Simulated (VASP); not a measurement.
# GaF (F-43m) in VASP: a series of runs

Runs on GaF. Level: PBE. Tasks: single point.

Everything below comes from runs of VASP 6.6.1. Logs are shortened: lines on timing, memory, paths and dates and some standing lists are left out, and cuts for length are marked.

**1. The cell of the first run**

It takes space group F-43m (No. 216, cubic). Conventional cell: a = 5.692 Å, b = 5.692 Å, c = 5.692 Å, α = 90.00°, β = 90.00°, γ = 90.00°. Ga (site symmetry -43m) has 4 F at 2.46 Å within 3.3 Å. Within 3.3 Å of F (site symmetry -43m) lie 4 Ga at 2.46 Å.

**2. Single point, PBE**

Input file INCAR:

```
SYSTEM = GaF
PREC     = Accurate       ! precision mode
ENCUT    = 520            ! plane-wave cutoff, eV
EDIFF    = 1E-7           ! SCF threshold, eV
ISMEAR   = -1             ! smearing method
SIGMA    = 0.05           ! smearing width, eV
LREAL    = .False.        ! projectors in reciprocal space
LASPH    = .True.         ! aspherical terms in the spheres
NELM     = 80             ! most SCF steps
ALGO     = Normal         ! electronic algorithm
ISIF     = 2              ! what is computed and relaxed
LWAVE    = .False.        ! write WAVECAR
LCHARG   = .False.        ! write CHGCAR
GGA      = PE             ! functional
NBANDS   = 17             ! bands
```

Input file KPOINTS:

```
regular mesh
0
Gamma
  8 8 8
  0 0 0
```

Input file POSCAR:

```
GaF
1.0
    0.0000000000      2.8462400000      2.8462400000
    2.8462400000      0.0000000000      2.8462400000
    2.8462400000      2.8462400000      0.0000000000
Ga F
1 1
Direct
    0.2500000000      0.2500000000      0.2500000000
    0.0000000000      0.0000000000      0.0000000000
```

Potentials or basis: VASP PAW PBE potentials, release 64 (Ga_d, F).

Command:

```console
> cat potpaw_PBE.64/Ga_d/POTCAR potpaw_PBE.64/F/POTCAR > POTCAR
> mpirun -np 1 vasp_std > vasp.out
```

OUTCAR:

```text
SYSTEM = GaF
   PREC = Accurate
   ENCUT = 520
   EDIFF = 1E-7
   ISMEAR = -1
   LREAL = .False.
   LASPH = .True.
   NELM = 80
   ISIF = 2
   GGA = PE

 ion  position               nearest neighbor table
   1  0.250  0.250  0.250-
   2  0.000  0.000  0.000-

  LATTYP: Found a face centered cubic cell.
 ALAT       =     5.6924800000

  Lattice vectors:

 A1 = (   0.0000000000,   2.8462400000,   2.8462400000)
 A2 = (   2.8462400000,   0.0000000000,   2.8462400000)
 A3 = (   2.8462400000,   2.8462400000,   0.0000000000)

Analysis of symmetry for initial positions (statically):
=====================================================================
 Subroutine PRICEL returns:
 Original cell was already a primitive cell.

 Routine SETGRP: Setting up the symmetry group for a
 face centered cubic supercell.

 Subroutine GETGRP returns: Found 24 space group operations
 (whereof 24 operations were pure point group operations)
 out of a pool of 48 trial point group operations.

The static configuration has the point symmetry T_d .

Analysis of symmetry for dynamics (positions and initial velocities):
=====================================================================
 Subroutine PRICEL returns:
 Original cell was already a primitive cell.

 Routine SETGRP: Setting up the symmetry group for a
 face centered cubic supercell.

 Subroutine GETGRP returns: Found 24 space group operations
 (whereof 24 operations were pure point group operations)
 out of a pool of 48 trial point group operations.

The dynamic configuration has the point symmetry T_d .

 Subroutine INISYM returns: Found 24 space group operations
 (whereof 24 operations are pure point group operations),
 and found     1 'primitive' translations

----------------------------------------------------------------------------------------

                                     Primitive cell

  volume of cell :      46.1152

  direct lattice vectors                    reciprocal lattice vectors
     0.000000000  2.846240000  2.846240000    -0.175670358  0.175670358  0.175670358
     2.846240000  0.000000000  2.846240000     0.175670358 -0.175670358  0.175670358
     2.846240000  2.846240000  0.000000000     0.175670358  0.175670358 -0.175670358

  length of vectors
     4.025191210  4.025191210  4.025191210     0.304269986  0.304269986  0.304269986

  position of ions in fractional coordinates (direct lattice)
     0.250000000  0.250000000  0.250000000
     0.000000000  0.000000000  0.000000000

  ion indices of the primitive-cell ions
   primitive index   ion index
                 1           1
                 2           2

----------------------------------------------------------------------------------------

 KPOINTS: regular mesh

Automatic generation of k-mesh.
 Grid dimensions read from file:
 generate k-points for:    8    8    8

 Generating k-lattice:

  Cartesian coordinates                     Fractional coordinates (reciprocal lattice)
    -0.021958795  0.021958795  0.021958795     0.125000000  0.000000000  0.000000000
     0.021958795 -0.021958795  0.021958795     0.000000000  0.125000000  0.000000000
     0.021958795  0.021958795 -0.021958795     0.000000000  0.000000000  0.125000000

  Length of vectors
     0.038033748  0.038033748  0.038033748

  Shift w.r.t. Gamma in fractional coordinates (k-lattice)
     0.000000000  0.000000000  0.000000000

 Subroutine IBZKPT returns following result:
 ===========================================

 Found     29 irreducible k-points:

 Following reciprocal coordinates:
            Coordinates               Weight
  0.000000  0.000000  0.000000      1.000000
  0.125000  0.000000  0.000000      8.000000
  0.250000  0.000000  0.000000      8.000000
  0.375000  0.000000  0.000000      8.000000
  0.500000  0.000000  0.000000      4.000000
  0.125000  0.125000  0.000000      6.000000
[... 16 lines left out ...]
  0.500000  0.250000  0.125000     48.000000
 -0.375000  0.250000  0.125000     24.000000
 [... further k-points ...]
   k-points           NKPTS =     29   k-points in BZ     NKDIM =     29   number of bands    NBANDS=     17
   number of dos      NEDOS =    301   number of ions     NIONS =      2
   total plane-waves  NPLWV =  27000
   dimension x,y,z NGX =    30 NGY =   30 NGZ =   30
   dimension x,y,z NGXF=    60 NGYF=   60 NGZF=   60
   ions per type =               1   1
   NGX,Y,Z   is equivalent  to a cutoff of  12.39, 12.39, 12.39 a.u.
   NGXF,Y,Z  is equivalent  to a cutoff of  24.78, 24.78, 24.78 a.u.
 SYSTEM =  GaF
   PREC   = accura    normal or accurate (medium, high low for compatibility)
   ISTART =      0    job   : 0-new  1-cont  2-samecut
   ICHARG =      2    charge: 1-file 2-atom 10-const
   ISPIN  =      1    spin polarized calculation?
   LNONCOLLINEAR =      F non collinear calculations
   LSORBIT =      F    spin-orbit coupling
   LASPH  =      T    aspherical Exc in radial PAW
   ENCUT  =  520.0 eV  38.22 Ry    6.18 a.u.   7.48  7.48  7.48*2*pi/ulx,y,z
   NELM   =     80;   NELMIN=  2; NELMDL= -5     # of ELM steps
   EDIFF  = 0.1E-06   stopping-criterion for ELM
   LREAL  =      F    real-space projection
   EDIFFG = 0.1E-05   stopping-criterion for IOM
   NSW    =      0    number of steps for IOM
   IBRION =     -1    ionic relax: 0-MD 1-quasi-New 2-CG
   NFREE  =      0    steps in history (QN), initial steepest desc. (CG)
   ISIF   =      2    stress and relaxation
   ISYM   =      2    0-nonsym 1-usesym 2-fastsym
   POTIM  = 0.5000    time-step for ionic-motion
   TEBEG  =    0.0;   TEEND  =   0.0 temperature during run
   PSTRESS=    0.0 pullay stress
   NELECT =      20.0000    total number of electrons
   NUPDOWN=      -1.0000    fix difference up-down
   EMIN   =  10.00;   EMAX   =-10.00  energy-range for DOS
   EFERMI =   0.00;   METHOD = LEGACY
   ISMEAR =    -1;   SIGMA  =   0.05  broadening in eV -4-tet -1-fermi 0-gaus
   EFERMI_NEDOS =   21; number of points for ismear=-14 and -15
   IALGO  =     38    algorithm
   IMIX   =      4    mixing-type and parameters
     AMIX     =   0.40;   BMIX     =  1.00
     AMIX_MAG =   1.60;   BMIX_MAG =  1.00
  volume/ion in A,a.u.               =      23.06       155.60
  Fermi-wavevector in a.u.,A,eV,Ry     =   1.239186  2.341723 20.892875  1.535583
  Thomas-Fermi vector in A             =   2.373680
   LORBIT       =      0    0 simple, 1 ext, 2 COOP (PROOUT), +10 PAW based schemes
   GGA     = PE    functional components
   LHFCALC =     F    Hartree Fock is set to
   AEXX    =    0.0000 exact exchange contribution
   IVDW    =     0    specifies the selected vdW correction
   LEPSILON=     F    determine dielectric tensor
   LRPA    =     F    only Hartree local field effects (RPA)
 non-spin polarized calculation
  energy-cutoff  :      520.00
  volume of cell :       46.12
 maximum number of plane-waves:      1254
 NGX is ok and might be reduce to    30
   NGX = 15   NGY = 15   NGZ = 15

 number of electron      19.9999995 magnetization

 Free energy of the ion-electron system (eV)
  ---------------------------------------------------
  ext. energy  EPLUGINS =         0.00000000
  ---------------------------------------------------
  free energy    TOTEN  =        -7.53914854 eV

  energy without entropy =       -7.53914854  energy(sigma->0) =       -7.53914854

 E-fermi :   1.0427     XC(G=0):  -7.9747

 val. band max:       -0.0494380023   @ k =  -0.2500   0.5000   0.2500
 cond. band min:       2.2194890408   @ k =   0.5000   0.5000   0.0000
 fundamental gap:      2.2689270431
 Fermi energy:         1.0426841833

 k-point     1 :       0.0000    0.0000    0.0000
  band No.  band energies     occupation
      1     -21.8477      2.00000
      2     -13.4875      2.00000
      3     -13.4874      2.00000
      4     -13.4874      2.00000
      5     -13.4656      2.00000
      6     -13.4656      2.00000
[... 9 lines left out ...]
     16      13.5318      0.00000
     17      13.5318      0.00000

 k-point     2 :       0.1250    0.0000    0.0000
  band No.  band energies     occupation
      1     -21.8414      2.00000
      2     -13.4854      2.00000
      3     -13.4854      2.00000
      4     -13.4819      2.00000
      5     -13.4655      2.00000
      6     -13.4655      2.00000
[... 9 lines left out ...]
     16      13.1491      0.00000
     17      13.1491      0.00000

 k-point     3 :       0.2500    0.0000    0.0000
  band No.  band energies     occupation
      1     -21.8259      2.00000
      2     -13.4821      2.00000
      3     -13.4821      2.00000
      4     -13.4677      2.00000
      5     -13.4638      2.00000
      6     -13.4638      2.00000
[... 9 lines left out ...]
     16      12.6638      0.00000
     17      13.4224      0.00000

 k-point     4 :       0.3750    0.0000    0.0000
  band No.  band energies     occupation
      1     -21.8107      2.00000
      2     -13.4811      2.00000
      3     -13.4811      2.00000
      4     -13.4597      2.00000
      5     -13.4597      2.00000
      6     -13.4526      2.00000
[... 9 lines left out ...]
     16      12.4200      0.00000
     17      13.6090      0.00000

 k-point     5 :       0.5000    0.0000    0.0000
  band No.  band energies     occupation
      1     -21.8039      2.00000
      2     -13.4813      2.00000
      3     -13.4813      2.00000
      4     -13.4574      2.00000
      5     -13.4574      2.00000
      6     -13.4459      2.00000
[... 9 lines left out ...]
     16      12.3581      0.00000
     17      13.4315      0.00000

 k-point     6 :       0.1250    0.1250    0.0000
  band No.  band energies     occupation
      1     -21.8392      2.00000
      2     -13.4832      2.00000
      3     -13.4832      2.00000
      4     -13.4828      2.00000
      5     -13.4670      2.00000
      6     -13.4643      2.00000
[... 9 lines left out ...]
     16      14.1567      0.00000
     17      14.1567      0.00000
[... 281 lines left out ...]
 k-point    21 :       0.5000    0.5000    0.0000
  band No.  band energies     occupation
      1     -21.7904      2.00000
      2     -13.4797      2.00000
      3     -13.4580      2.00000
      4     -13.4580      2.00000
      5     -13.4568      2.00000
      6     -13.4498      2.00000
[... 9 lines left out ...]
     16      17.8227      0.00000
     17      17.8227      0.00000

 k-point    22 :       0.3750    0.2500    0.1250
  band No.  band energies     occupation
      1     -21.8148      2.00000
      2     -13.4777      2.00000
      3     -13.4762      2.00000
      4     -13.4688      2.00000
      5     -13.4627      2.00000
      6     -13.4560      2.00000
[... 9 lines left out ...]
     16      13.5881      0.00000
     17      14.5443      0.00000

 k-point    23 :       0.5000    0.2500    0.1250
  band No.  band energies     occupation
      1     -21.8024      2.00000
      2     -13.4785      2.00000
      3     -13.4737      2.00000
      4     -13.4655      2.00000
      5     -13.4596      2.00000
      6     -13.4437      2.00000
[... 9 lines left out ...]
     16      13.2654      0.00000
     17      15.1205      0.00000

 k-point    24 :      -0.3750    0.2500    0.1250
  band No.  band energies     occupation
      1     -21.7973      2.00000
      2     -13.4793      2.00000
      3     -13.4732      2.00000
      4     -13.4631      2.00000
      5     -13.4587      2.00000
      6     -13.4380      2.00000
[... 9 lines left out ...]
     16      13.4499      0.00000
     17      15.4664      0.00000

 [... further k-points ...]
[... 5 lines left out ...]
  --------------------------------------------------------------------------------------
  -------------------------------------------------------------------------------------
  Total       -0.0291265     -0.0291265     -0.0291265      0.0000000      0.0000000      0.0000000
  in kB       -1.0119392     -1.0119392     -1.0119392      0.0000000      0.0000000      0.0000000
  external PRESSURE =      -1.0119392 kB  Pullay stress =       0.0000000 kB

 VOLUME and BASIS-vectors are now :
 -----------------------------------------------------------------------------
  energy-cutoff  :      520.00
  volume of cell :       46.12
      direct lattice vectors                 reciprocal lattice vectors
     0.000000000  2.846240000  2.846240000    -0.175670358  0.175670358  0.175670358
     2.846240000  0.000000000  2.846240000     0.175670358 -0.175670358  0.175670358
     2.846240000  2.846240000  0.000000000     0.175670358  0.175670358 -0.175670358

 POSITION                                       TOTAL-FORCE (eV/Angst)
 -----------------------------------------------------------------------------------
      1.42312      1.42312      1.42312        -0.000000     -0.000000     -0.000000
      0.00000      0.00000      0.00000         0.000000      0.000000      0.000000
 -----------------------------------------------------------------------------------
    total drift:                                0.000000      0.000000      0.000000

  FREE ENERGIE OF THE ION-ELECTRON SYSTEM (eV)
  ---------------------------------------------------
  free  energy   TOTEN  =        -7.5391485412 eV

  energy  without entropy=       -7.5391485411  energy(sigma->0) =       -7.53914854
```

Run time: 39 s. Hardware: 1 thread of Intel Xeon 6975P-C, shared host; peak memory 0.18 GiB.

Results:

* Free energy: -7.5391 eV
* Pressure: -0.1 GPa
* Band gap on the k mesh: 2.27 eV, indirect (least direct gap 2.28 eV)

Levels at points of the mesh, in eV from the valence-band top:
```tsv
k point	band 7	band 8	band 9	band 10	band 11	band 12	band 13	band 14
(0.00, 0.00, 0.00)	-3.94	-3.25	-3.25	-3.25	6.53	6.53	6.53	9.95
(0.50, 0.00, 0.00)	-5.14	-3.39	-3.39	-1.04	2.78	6.45	6.45	10.52
(0.50, 0.50, 0.00)	-5.07	-3.65	-3.65	-0.01	2.27	6.11	6.11	7.62
```

**3. Single point, PBE**

This run uses another cell than the first one, of 23.52 Å³/atom, 1.020 times its volume.

Input file INCAR:

```
SYSTEM = GaF
PREC = Accurate
ENCUT = 520
EDIFF = 1E-6
ISMEAR = -1
SIGMA = 0.05
LREAL = .False.
LASPH = .True.
NELM = 60
ALGO = Normal
ISIF = 2
LWAVE = .False.
LCHARG = .False.
GGA = PE
NBANDS = 17
```

Input file KPOINTS:

```
Automatic mesh
0
Gamma
  8 8 8
  0 0 0
```

Input file POSCAR:

```
GaF
1.0
    0.0000000000      2.8650898209      2.8650898209
    2.8650898209      0.0000000000      2.8650898209
    2.8650898209      2.8650898209      0.0000000000
Ga F
1 1
Direct
    0.2500000000      0.2500000000      0.2500000000
    0.0000000000      0.0000000000      0.0000000000
```

Potentials or basis: VASP PAW PBE potentials, release 64 (Ga_d, F).

Command:

```console
> cat potpaw_PBE.64/Ga_d/POTCAR potpaw_PBE.64/F/POTCAR > POTCAR
> mpirun -np 1 vasp_std > vasp.out
```

It took 36 s on 1 thread of Intel Xeon 6975P-C, shared host; peak memory 0.18 GiB.

Results (log left out):

| Item | Value |
| --- | --- |
| Free energy | -7.5380 eV |
| Pressure | -0.6 GPa |
| Band gap on the k mesh | 2.35 eV, indirect (least direct gap 2.36 eV) |

Levels at points of the mesh, in eV from the valence-band top:
| k point | band 6 | band 7 | band 8 | band 9 | band 10 | band 11 | band 12 | band 13 | band 14 | band 15 |
| --- | --- | --- | --- | --- | --- | --- | --- | --- | --- | --- |
| (0.00, 0.00, 0.00) | -13.38 | -3.86 | -3.11 | -3.11 | -3.11 | 6.51 | 6.51 | 6.51 | 9.87 | 13.54 |
| (0.50, 0.00, 0.00) | -13.36 | -4.99 | -3.25 | -3.25 | -1.01 | 2.84 | 6.43 | 6.43 | 10.50 | 12.38 |
| (0.50, 0.50, 0.00) | -13.36 | -4.93 | -3.51 | -3.51 | -0.01 | 2.35 | 6.10 | 6.10 | 7.67 | 10.97 |

A k mesh can miss the band edges. A hybrid or GW would open this gap; PBE tends to underestimate it.

(Part 1 of 3 ends here.)
